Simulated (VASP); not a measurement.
# Pd (Fm-3m) in VASP: notebook, part 2 of 2

VASP 6.6.1.

## Step 4: Single point, LDA

The input, INCAR:

```
PREC = Accurate ; ENCUT = 500
EDIFF = 1E-6 ; ISMEAR = -1
SIGMA = 0.1 ; LREAL = F
LASPH = T ; NELM = 120
ALGO = Normal ; ISIF = 2
LWAVE = F ; LCHARG = T
LELF = T ; LVHAR = T
NBANDS = 11 ; GGA_COMPAT = F
```

The input, KPOINTS:

```
Automatic mesh
0
Gamma
  11 11 11
```

The input, POSCAR:

```
Pd
1.0
    0.0000000000      1.9405000000      1.9405000000
    1.9405000000      0.0000000000      1.9405000000
    1.9405000000      1.9405000000      0.0000000000
Pd
1
Direct
    0.0000000000      0.0000000000      0.0000000000
```

Potentials or basis: VASP PAW LDA potentials, release 64 (Pd).

Started as:

```sh
$ cat potpaw_LDA.64/Pd/POTCAR > POTCAR
$ mpirun -np 1 vasp_std > vasp.out
```

OUTCAR:

```text
PREC = Accurate
   ENCUT = 500
   EDIFF = 1E-6
   ISMEAR = -1
   LREAL = F
   LASPH = T
   NELM = 120
   ISIF = 2

 ion  position               nearest neighbor table
   1  0.000  0.000  0.000-

  LATTYP: Found a face centered cubic cell.
 ALAT       =     3.8810000000

  Lattice vectors:

 A1 = (   0.0000000000,   1.9405000000,   1.9405000000)
 A2 = (   1.9405000000,   0.0000000000,   1.9405000000)
 A3 = (   1.9405000000,   1.9405000000,   0.0000000000)

Analysis of symmetry for initial positions (statically):
=====================================================================
 Subroutine PRICEL returns:
 Original cell was already a primitive cell.

 Routine SETGRP: Setting up the symmetry group for a
 face centered cubic supercell.

 Subroutine GETGRP returns: Found 48 space group operations
 (whereof 48 operations were pure point group operations)
 out of a pool of 48 trial point group operations.

The static configuration has the point symmetry O_h .

Analysis of symmetry for dynamics (positions and initial velocities):
=====================================================================
 Subroutine PRICEL returns:
 Original cell was already a primitive cell.

 Routine SETGRP: Setting up the symmetry group for a
 face centered cubic supercell.

 Subroutine GETGRP returns: Found 48 space group operations
 (whereof 48 operations were pure point group operations)
 out of a pool of 48 trial point group operations.

The dynamic configuration has the point symmetry O_h .

 Subroutine INISYM returns: Found 48 space group operations
 (whereof 48 operations are pure point group operations),
 and found     1 'primitive' translations

----------------------------------------------------------------------------------------

                                     Primitive cell

  volume of cell :      14.6141

  direct lattice vectors                    reciprocal lattice vectors
     0.000000000  1.940500000  1.940500000    -0.257665550  0.257665550  0.257665550
     1.940500000  0.000000000  1.940500000     0.257665550 -0.257665550  0.257665550
     1.940500000  1.940500000  0.000000000     0.257665550  0.257665550 -0.257665550

  length of vectors
     2.744281418  2.744281418  2.744281418     0.446289824  0.446289824  0.446289824

  position of ions in fractional coordinates (direct lattice)
     0.000000000  0.000000000  0.000000000

  ion indices of the primitive-cell ions
   primitive index   ion index
                 1           1

----------------------------------------------------------------------------------------

 KPOINTS: Automatic mesh

Automatic generation of k-mesh.
 Grid dimensions read from file:
 generate k-points for:   11   11   11

 Generating k-lattice:

  Cartesian coordinates                     Fractional coordinates (reciprocal lattice)
    -0.023424141  0.023424141  0.023424141     0.090909091  0.000000000  0.000000000
     0.023424141 -0.023424141  0.023424141     0.000000000  0.090909091  0.000000000
     0.023424141  0.023424141 -0.023424141     0.000000000  0.000000000  0.090909091

  Length of vectors
     0.040571802  0.040571802  0.040571802

  Shift w.r.t. Gamma in fractional coordinates (k-lattice)
     0.000000000  0.000000000  0.000000000

 Subroutine IBZKPT returns following result:
 ===========================================

 Found     56 irreducible k-points:

 Following reciprocal coordinates:
            Coordinates               Weight
  0.000000  0.000000  0.000000      1.000000
  0.090909  0.000000  0.000000      8.000000
  0.181818  0.000000  0.000000      8.000000
  0.272727  0.000000  0.000000      8.000000
  0.363636  0.000000  0.000000      8.000000
  0.454545  0.000000  0.000000      8.000000
[... 16 lines left out ...]
 -0.272727  0.181818  0.000000     24.000000
 -0.181818  0.181818  0.000000     12.000000
 [... further k-points ...]
   k-points           NKPTS =     56   k-points in BZ     NKDIM =     56   number of bands    NBANDS=     11
   number of dos      NEDOS =    301   number of ions     NIONS =      1
   total plane-waves  NPLWV =   8000
   dimension x,y,z NGX =    20 NGY =   20 NGZ =   20
   dimension x,y,z NGXF=    40 NGYF=   40 NGZF=   40
   ions per type =               1
   NGX,Y,Z   is equivalent  to a cutoff of  12.12, 12.12, 12.12 a.u.
   NGXF,Y,Z  is equivalent  to a cutoff of  24.23, 24.23, 24.23 a.u.
 SYSTEM =  unknown system
   PREC   = accura    normal or accurate (medium, high low for compatibility)
   ISTART =      0    job   : 0-new  1-cont  2-samecut
   ICHARG =      2    charge: 1-file 2-atom 10-const
   ISPIN  =      1    spin polarized calculation?
   LNONCOLLINEAR =      F non collinear calculations
   LSORBIT =      F    spin-orbit coupling
   LASPH  =      T    aspherical Exc in radial PAW
   ENCUT  =  500.0 eV  36.75 Ry    6.06 a.u.   5.00  5.00  5.00*2*pi/ulx,y,z
   NELM   =    120;   NELMIN=  2; NELMDL= -5     # of ELM steps
   EDIFF  = 0.1E-05   stopping-criterion for ELM
   LREAL  =      F    real-space projection
   EDIFFG = 0.1E-04   stopping-criterion for IOM
   NSW    =      0    number of steps for IOM
   IBRION =     -1    ionic relax: 0-MD 1-quasi-New 2-CG
   NFREE  =      0    steps in history (QN), initial steepest desc. (CG)
   ISIF   =      2    stress and relaxation
   ISYM   =      2    0-nonsym 1-usesym 2-fastsym
   POTIM  = 0.5000    time-step for ionic-motion
   TEBEG  =    0.0;   TEEND  =   0.0 temperature during run
   PSTRESS=    0.0 pullay stress
   NELECT =      10.0000    total number of electrons
   NUPDOWN=      -1.0000    fix difference up-down
   EMIN   =  10.00;   EMAX   =-10.00  energy-range for DOS
   EFERMI =   0.00;   METHOD = LEGACY
   ISMEAR =    -1;   SIGMA  =   0.10  broadening in eV -4-tet -1-fermi 0-gaus
   EFERMI_NEDOS =   21; number of points for ismear=-14 and -15
   IALGO  =     38    algorithm
   IMIX   =      4    mixing-type and parameters
     AMIX     =   0.40;   BMIX     =  1.00
     AMIX_MAG =   1.60;   BMIX_MAG =  1.00
  volume/ion in A,a.u.               =      14.61        98.62
  Fermi-wavevector in a.u.,A,eV,Ry     =   1.442617  2.726152 28.315699  2.081145
  Thomas-Fermi vector in A             =   2.561117
   LORBIT       =      0    0 simple, 1 ext, 2 COOP (PROOUT), +10 PAW based schemes
   GGA     = CA    functional components
   LHFCALC =     F    Hartree Fock is set to
   AEXX    =    0.0000 exact exchange contribution
   IVDW    =     0    specifies the selected vdW correction
   LEPSILON=     F    determine dielectric tensor
   LRPA    =     F    only Hartree local field effects (RPA)
 non-spin polarized calculation
  energy-cutoff  :      500.00
  volume of cell :       14.61
 maximum number of plane-waves:       379
   NGX =  9   NGY =  9   NGZ =  9

 number of electron      10.0000001 magnetization

 Free energy of the ion-electron system (eV)
  ---------------------------------------------------
  ext. energy  EPLUGINS =         0.00000000
  ---------------------------------------------------
  free energy    TOTEN  =        -6.50869745 eV

  energy without entropy =       -6.43844834  energy(sigma->0) =       -6.47357289

 E-fermi :   9.7904     XC(G=0): -13.5736

 val. band max:        9.7874989369   @ k =   0.4545   0.1818   0.0000
 cond. band min:       9.8319829565   @ k =   0.3636   0.2727   0.0909
 fundamental gap:      0.0444840195
 Fermi energy:         9.7903856301

 k-point     1 :       0.0000    0.0000    0.0000
  band No.  band energies     occupation
      1       2.4421      2.00000
      2       6.8426      2.00000
      3       6.8426      2.00000
      4       6.8426      2.00000
      5       8.5105      1.99999
      6       8.5105      1.99999
      7      26.8885      0.00000
      8      31.6572      0.00000
      9      31.6572      0.00000
     10      31.6572      0.00000
     11      35.5030      0.00000

 k-point     2 :       0.0909    0.0000    0.0000
  band No.  band energies     occupation
      1       2.7414      2.00000
      2       6.7395      2.00000
      3       6.9444      2.00000
      4       6.9444      2.00000
      5       8.4642      2.00000
      6       8.4642      2.00000
      7      27.1944      0.00000
      8      29.9754      0.00000
      9      32.0079      0.00000
     10      32.0079      0.00000
     11      35.5430      0.00000
[... 295 lines left out ...]
 k-point    24 :      -0.1818    0.1818    0.0000
  band No.  band energies     occupation
      1       4.9427      2.00000
      2       6.1425      2.00000
      3       7.0524      2.00000
      4       7.7735      2.00000
      5       7.8366      2.00000
      6       9.9105      0.46246
      7      24.8299      0.00000
      8      25.8124      0.00000
      9      30.9100      0.00000
     10      32.2773      0.00000
     11      34.8806      0.00000

 [... further k-points ...]
[... 5 lines left out ...]
  --------------------------------------------------------------------------------------
  -------------------------------------------------------------------------------------
  Total       -0.5211347     -0.5211347     -0.5211347      0.0000000      0.0000000      0.0000000
  in kB      -57.1333472    -57.1333472    -57.1333472      0.0000000      0.0000000      0.0000000
  external PRESSURE =     -57.1333472 kB  Pullay stress =       0.0000000 kB

 VOLUME and BASIS-vectors are now :
 -----------------------------------------------------------------------------
  energy-cutoff  :      500.00
  volume of cell :       14.61
      direct lattice vectors                 reciprocal lattice vectors
     0.000000000  1.940500000  1.940500000    -0.257665550  0.257665550  0.257665550
     1.940500000  0.000000000  1.940500000     0.257665550 -0.257665550  0.257665550
     1.940500000  1.940500000  0.000000000     0.257665550  0.257665550 -0.257665550

 POSITION                                       TOTAL-FORCE (eV/Angst)
 -----------------------------------------------------------------------------------
      0.00000      0.00000      0.00000         0.000000      0.000000      0.000000
 -----------------------------------------------------------------------------------
    total drift:                                0.000000      0.000000      0.000000

  FREE ENERGIE OF THE ION-ELECTRON SYSTEM (eV)
  ---------------------------------------------------
  free  energy   TOTEN  =        -6.5086974462 eV

  energy  without entropy=       -6.4384483366  energy(sigma->0) =       -6.47357289
```

OSZICAR:

```text
N       E                     dE             d eps       ncg     rms          rms(c)
DAV:   1     0.394129053685E+02    0.39413E+02   -0.50171E+03  1232   0.818E+02
DAV:   2    -0.636257717888E+01   -0.45775E+02   -0.44380E+02  1373   0.178E+02
DAV:   3    -0.685924126912E+01   -0.49666E+00   -0.48540E+00  1492   0.201E+01
DAV:   4    -0.686130099805E+01   -0.20597E-02   -0.20593E-02  1468   0.133E+00
DAV:   5    -0.686132251236E+01   -0.21514E-04   -0.21513E-04  1636   0.131E-01    0.841E+00
DAV:   6    -0.652461564612E+01    0.33671E+00   -0.14262E+00  1523   0.971E+00    0.400E+00
DAV:   7    -0.651400953164E+01    0.10606E-01   -0.25674E-02  1614   0.952E-01    0.215E+00
DAV:   8    -0.650871822415E+01    0.52913E-02   -0.16171E-03  1560   0.396E-01    0.618E-02
DAV:   9    -0.650869373235E+01    0.24492E-04   -0.18110E-04  1682   0.110E-01    0.137E-02
DAV:  10    -0.650869755729E+01   -0.38249E-05   -0.26112E-06  1530   0.152E-02    0.886E-03
DAV:  11    -0.650869744616E+01    0.11113E-06   -0.74994E-08  1033   0.199E-03
   1 F= -.65086974E+01 E0= -.64735729E+01  d E =-.702491E-01
```

stdout:

```text
POSCAR found type information on POSCAR Pd
 POSCAR found :  1 types and       1 ions
 scaLAPACK will be used
 LDA part: xc-table for (Slater(with rela. corr.)+CA(PZ))
 , standard interpolation
 POSCAR, INCAR and KPOINTS ok, starting setup
 FFT: planning ... GRIDC
 FFT: planning ... GRID_SOFT
 FFT: planning ... GRID
 WAVECAR not read
 entering main loop
```

Run time: 6.4 s. Hardware: 1 thread of Intel Xeon Platinum 8375C at 2.90GHz (Ice Lake), shared host; peak memory 0.12 GiB.

What came out:

```
Free energy            : -6.5087 eV
Pressure               : -5.7 GPa
Band gap on the k mesh : zero (band 5 reaches 9.99 eV, above the bottom of band 6 at 8.46 eV)
```
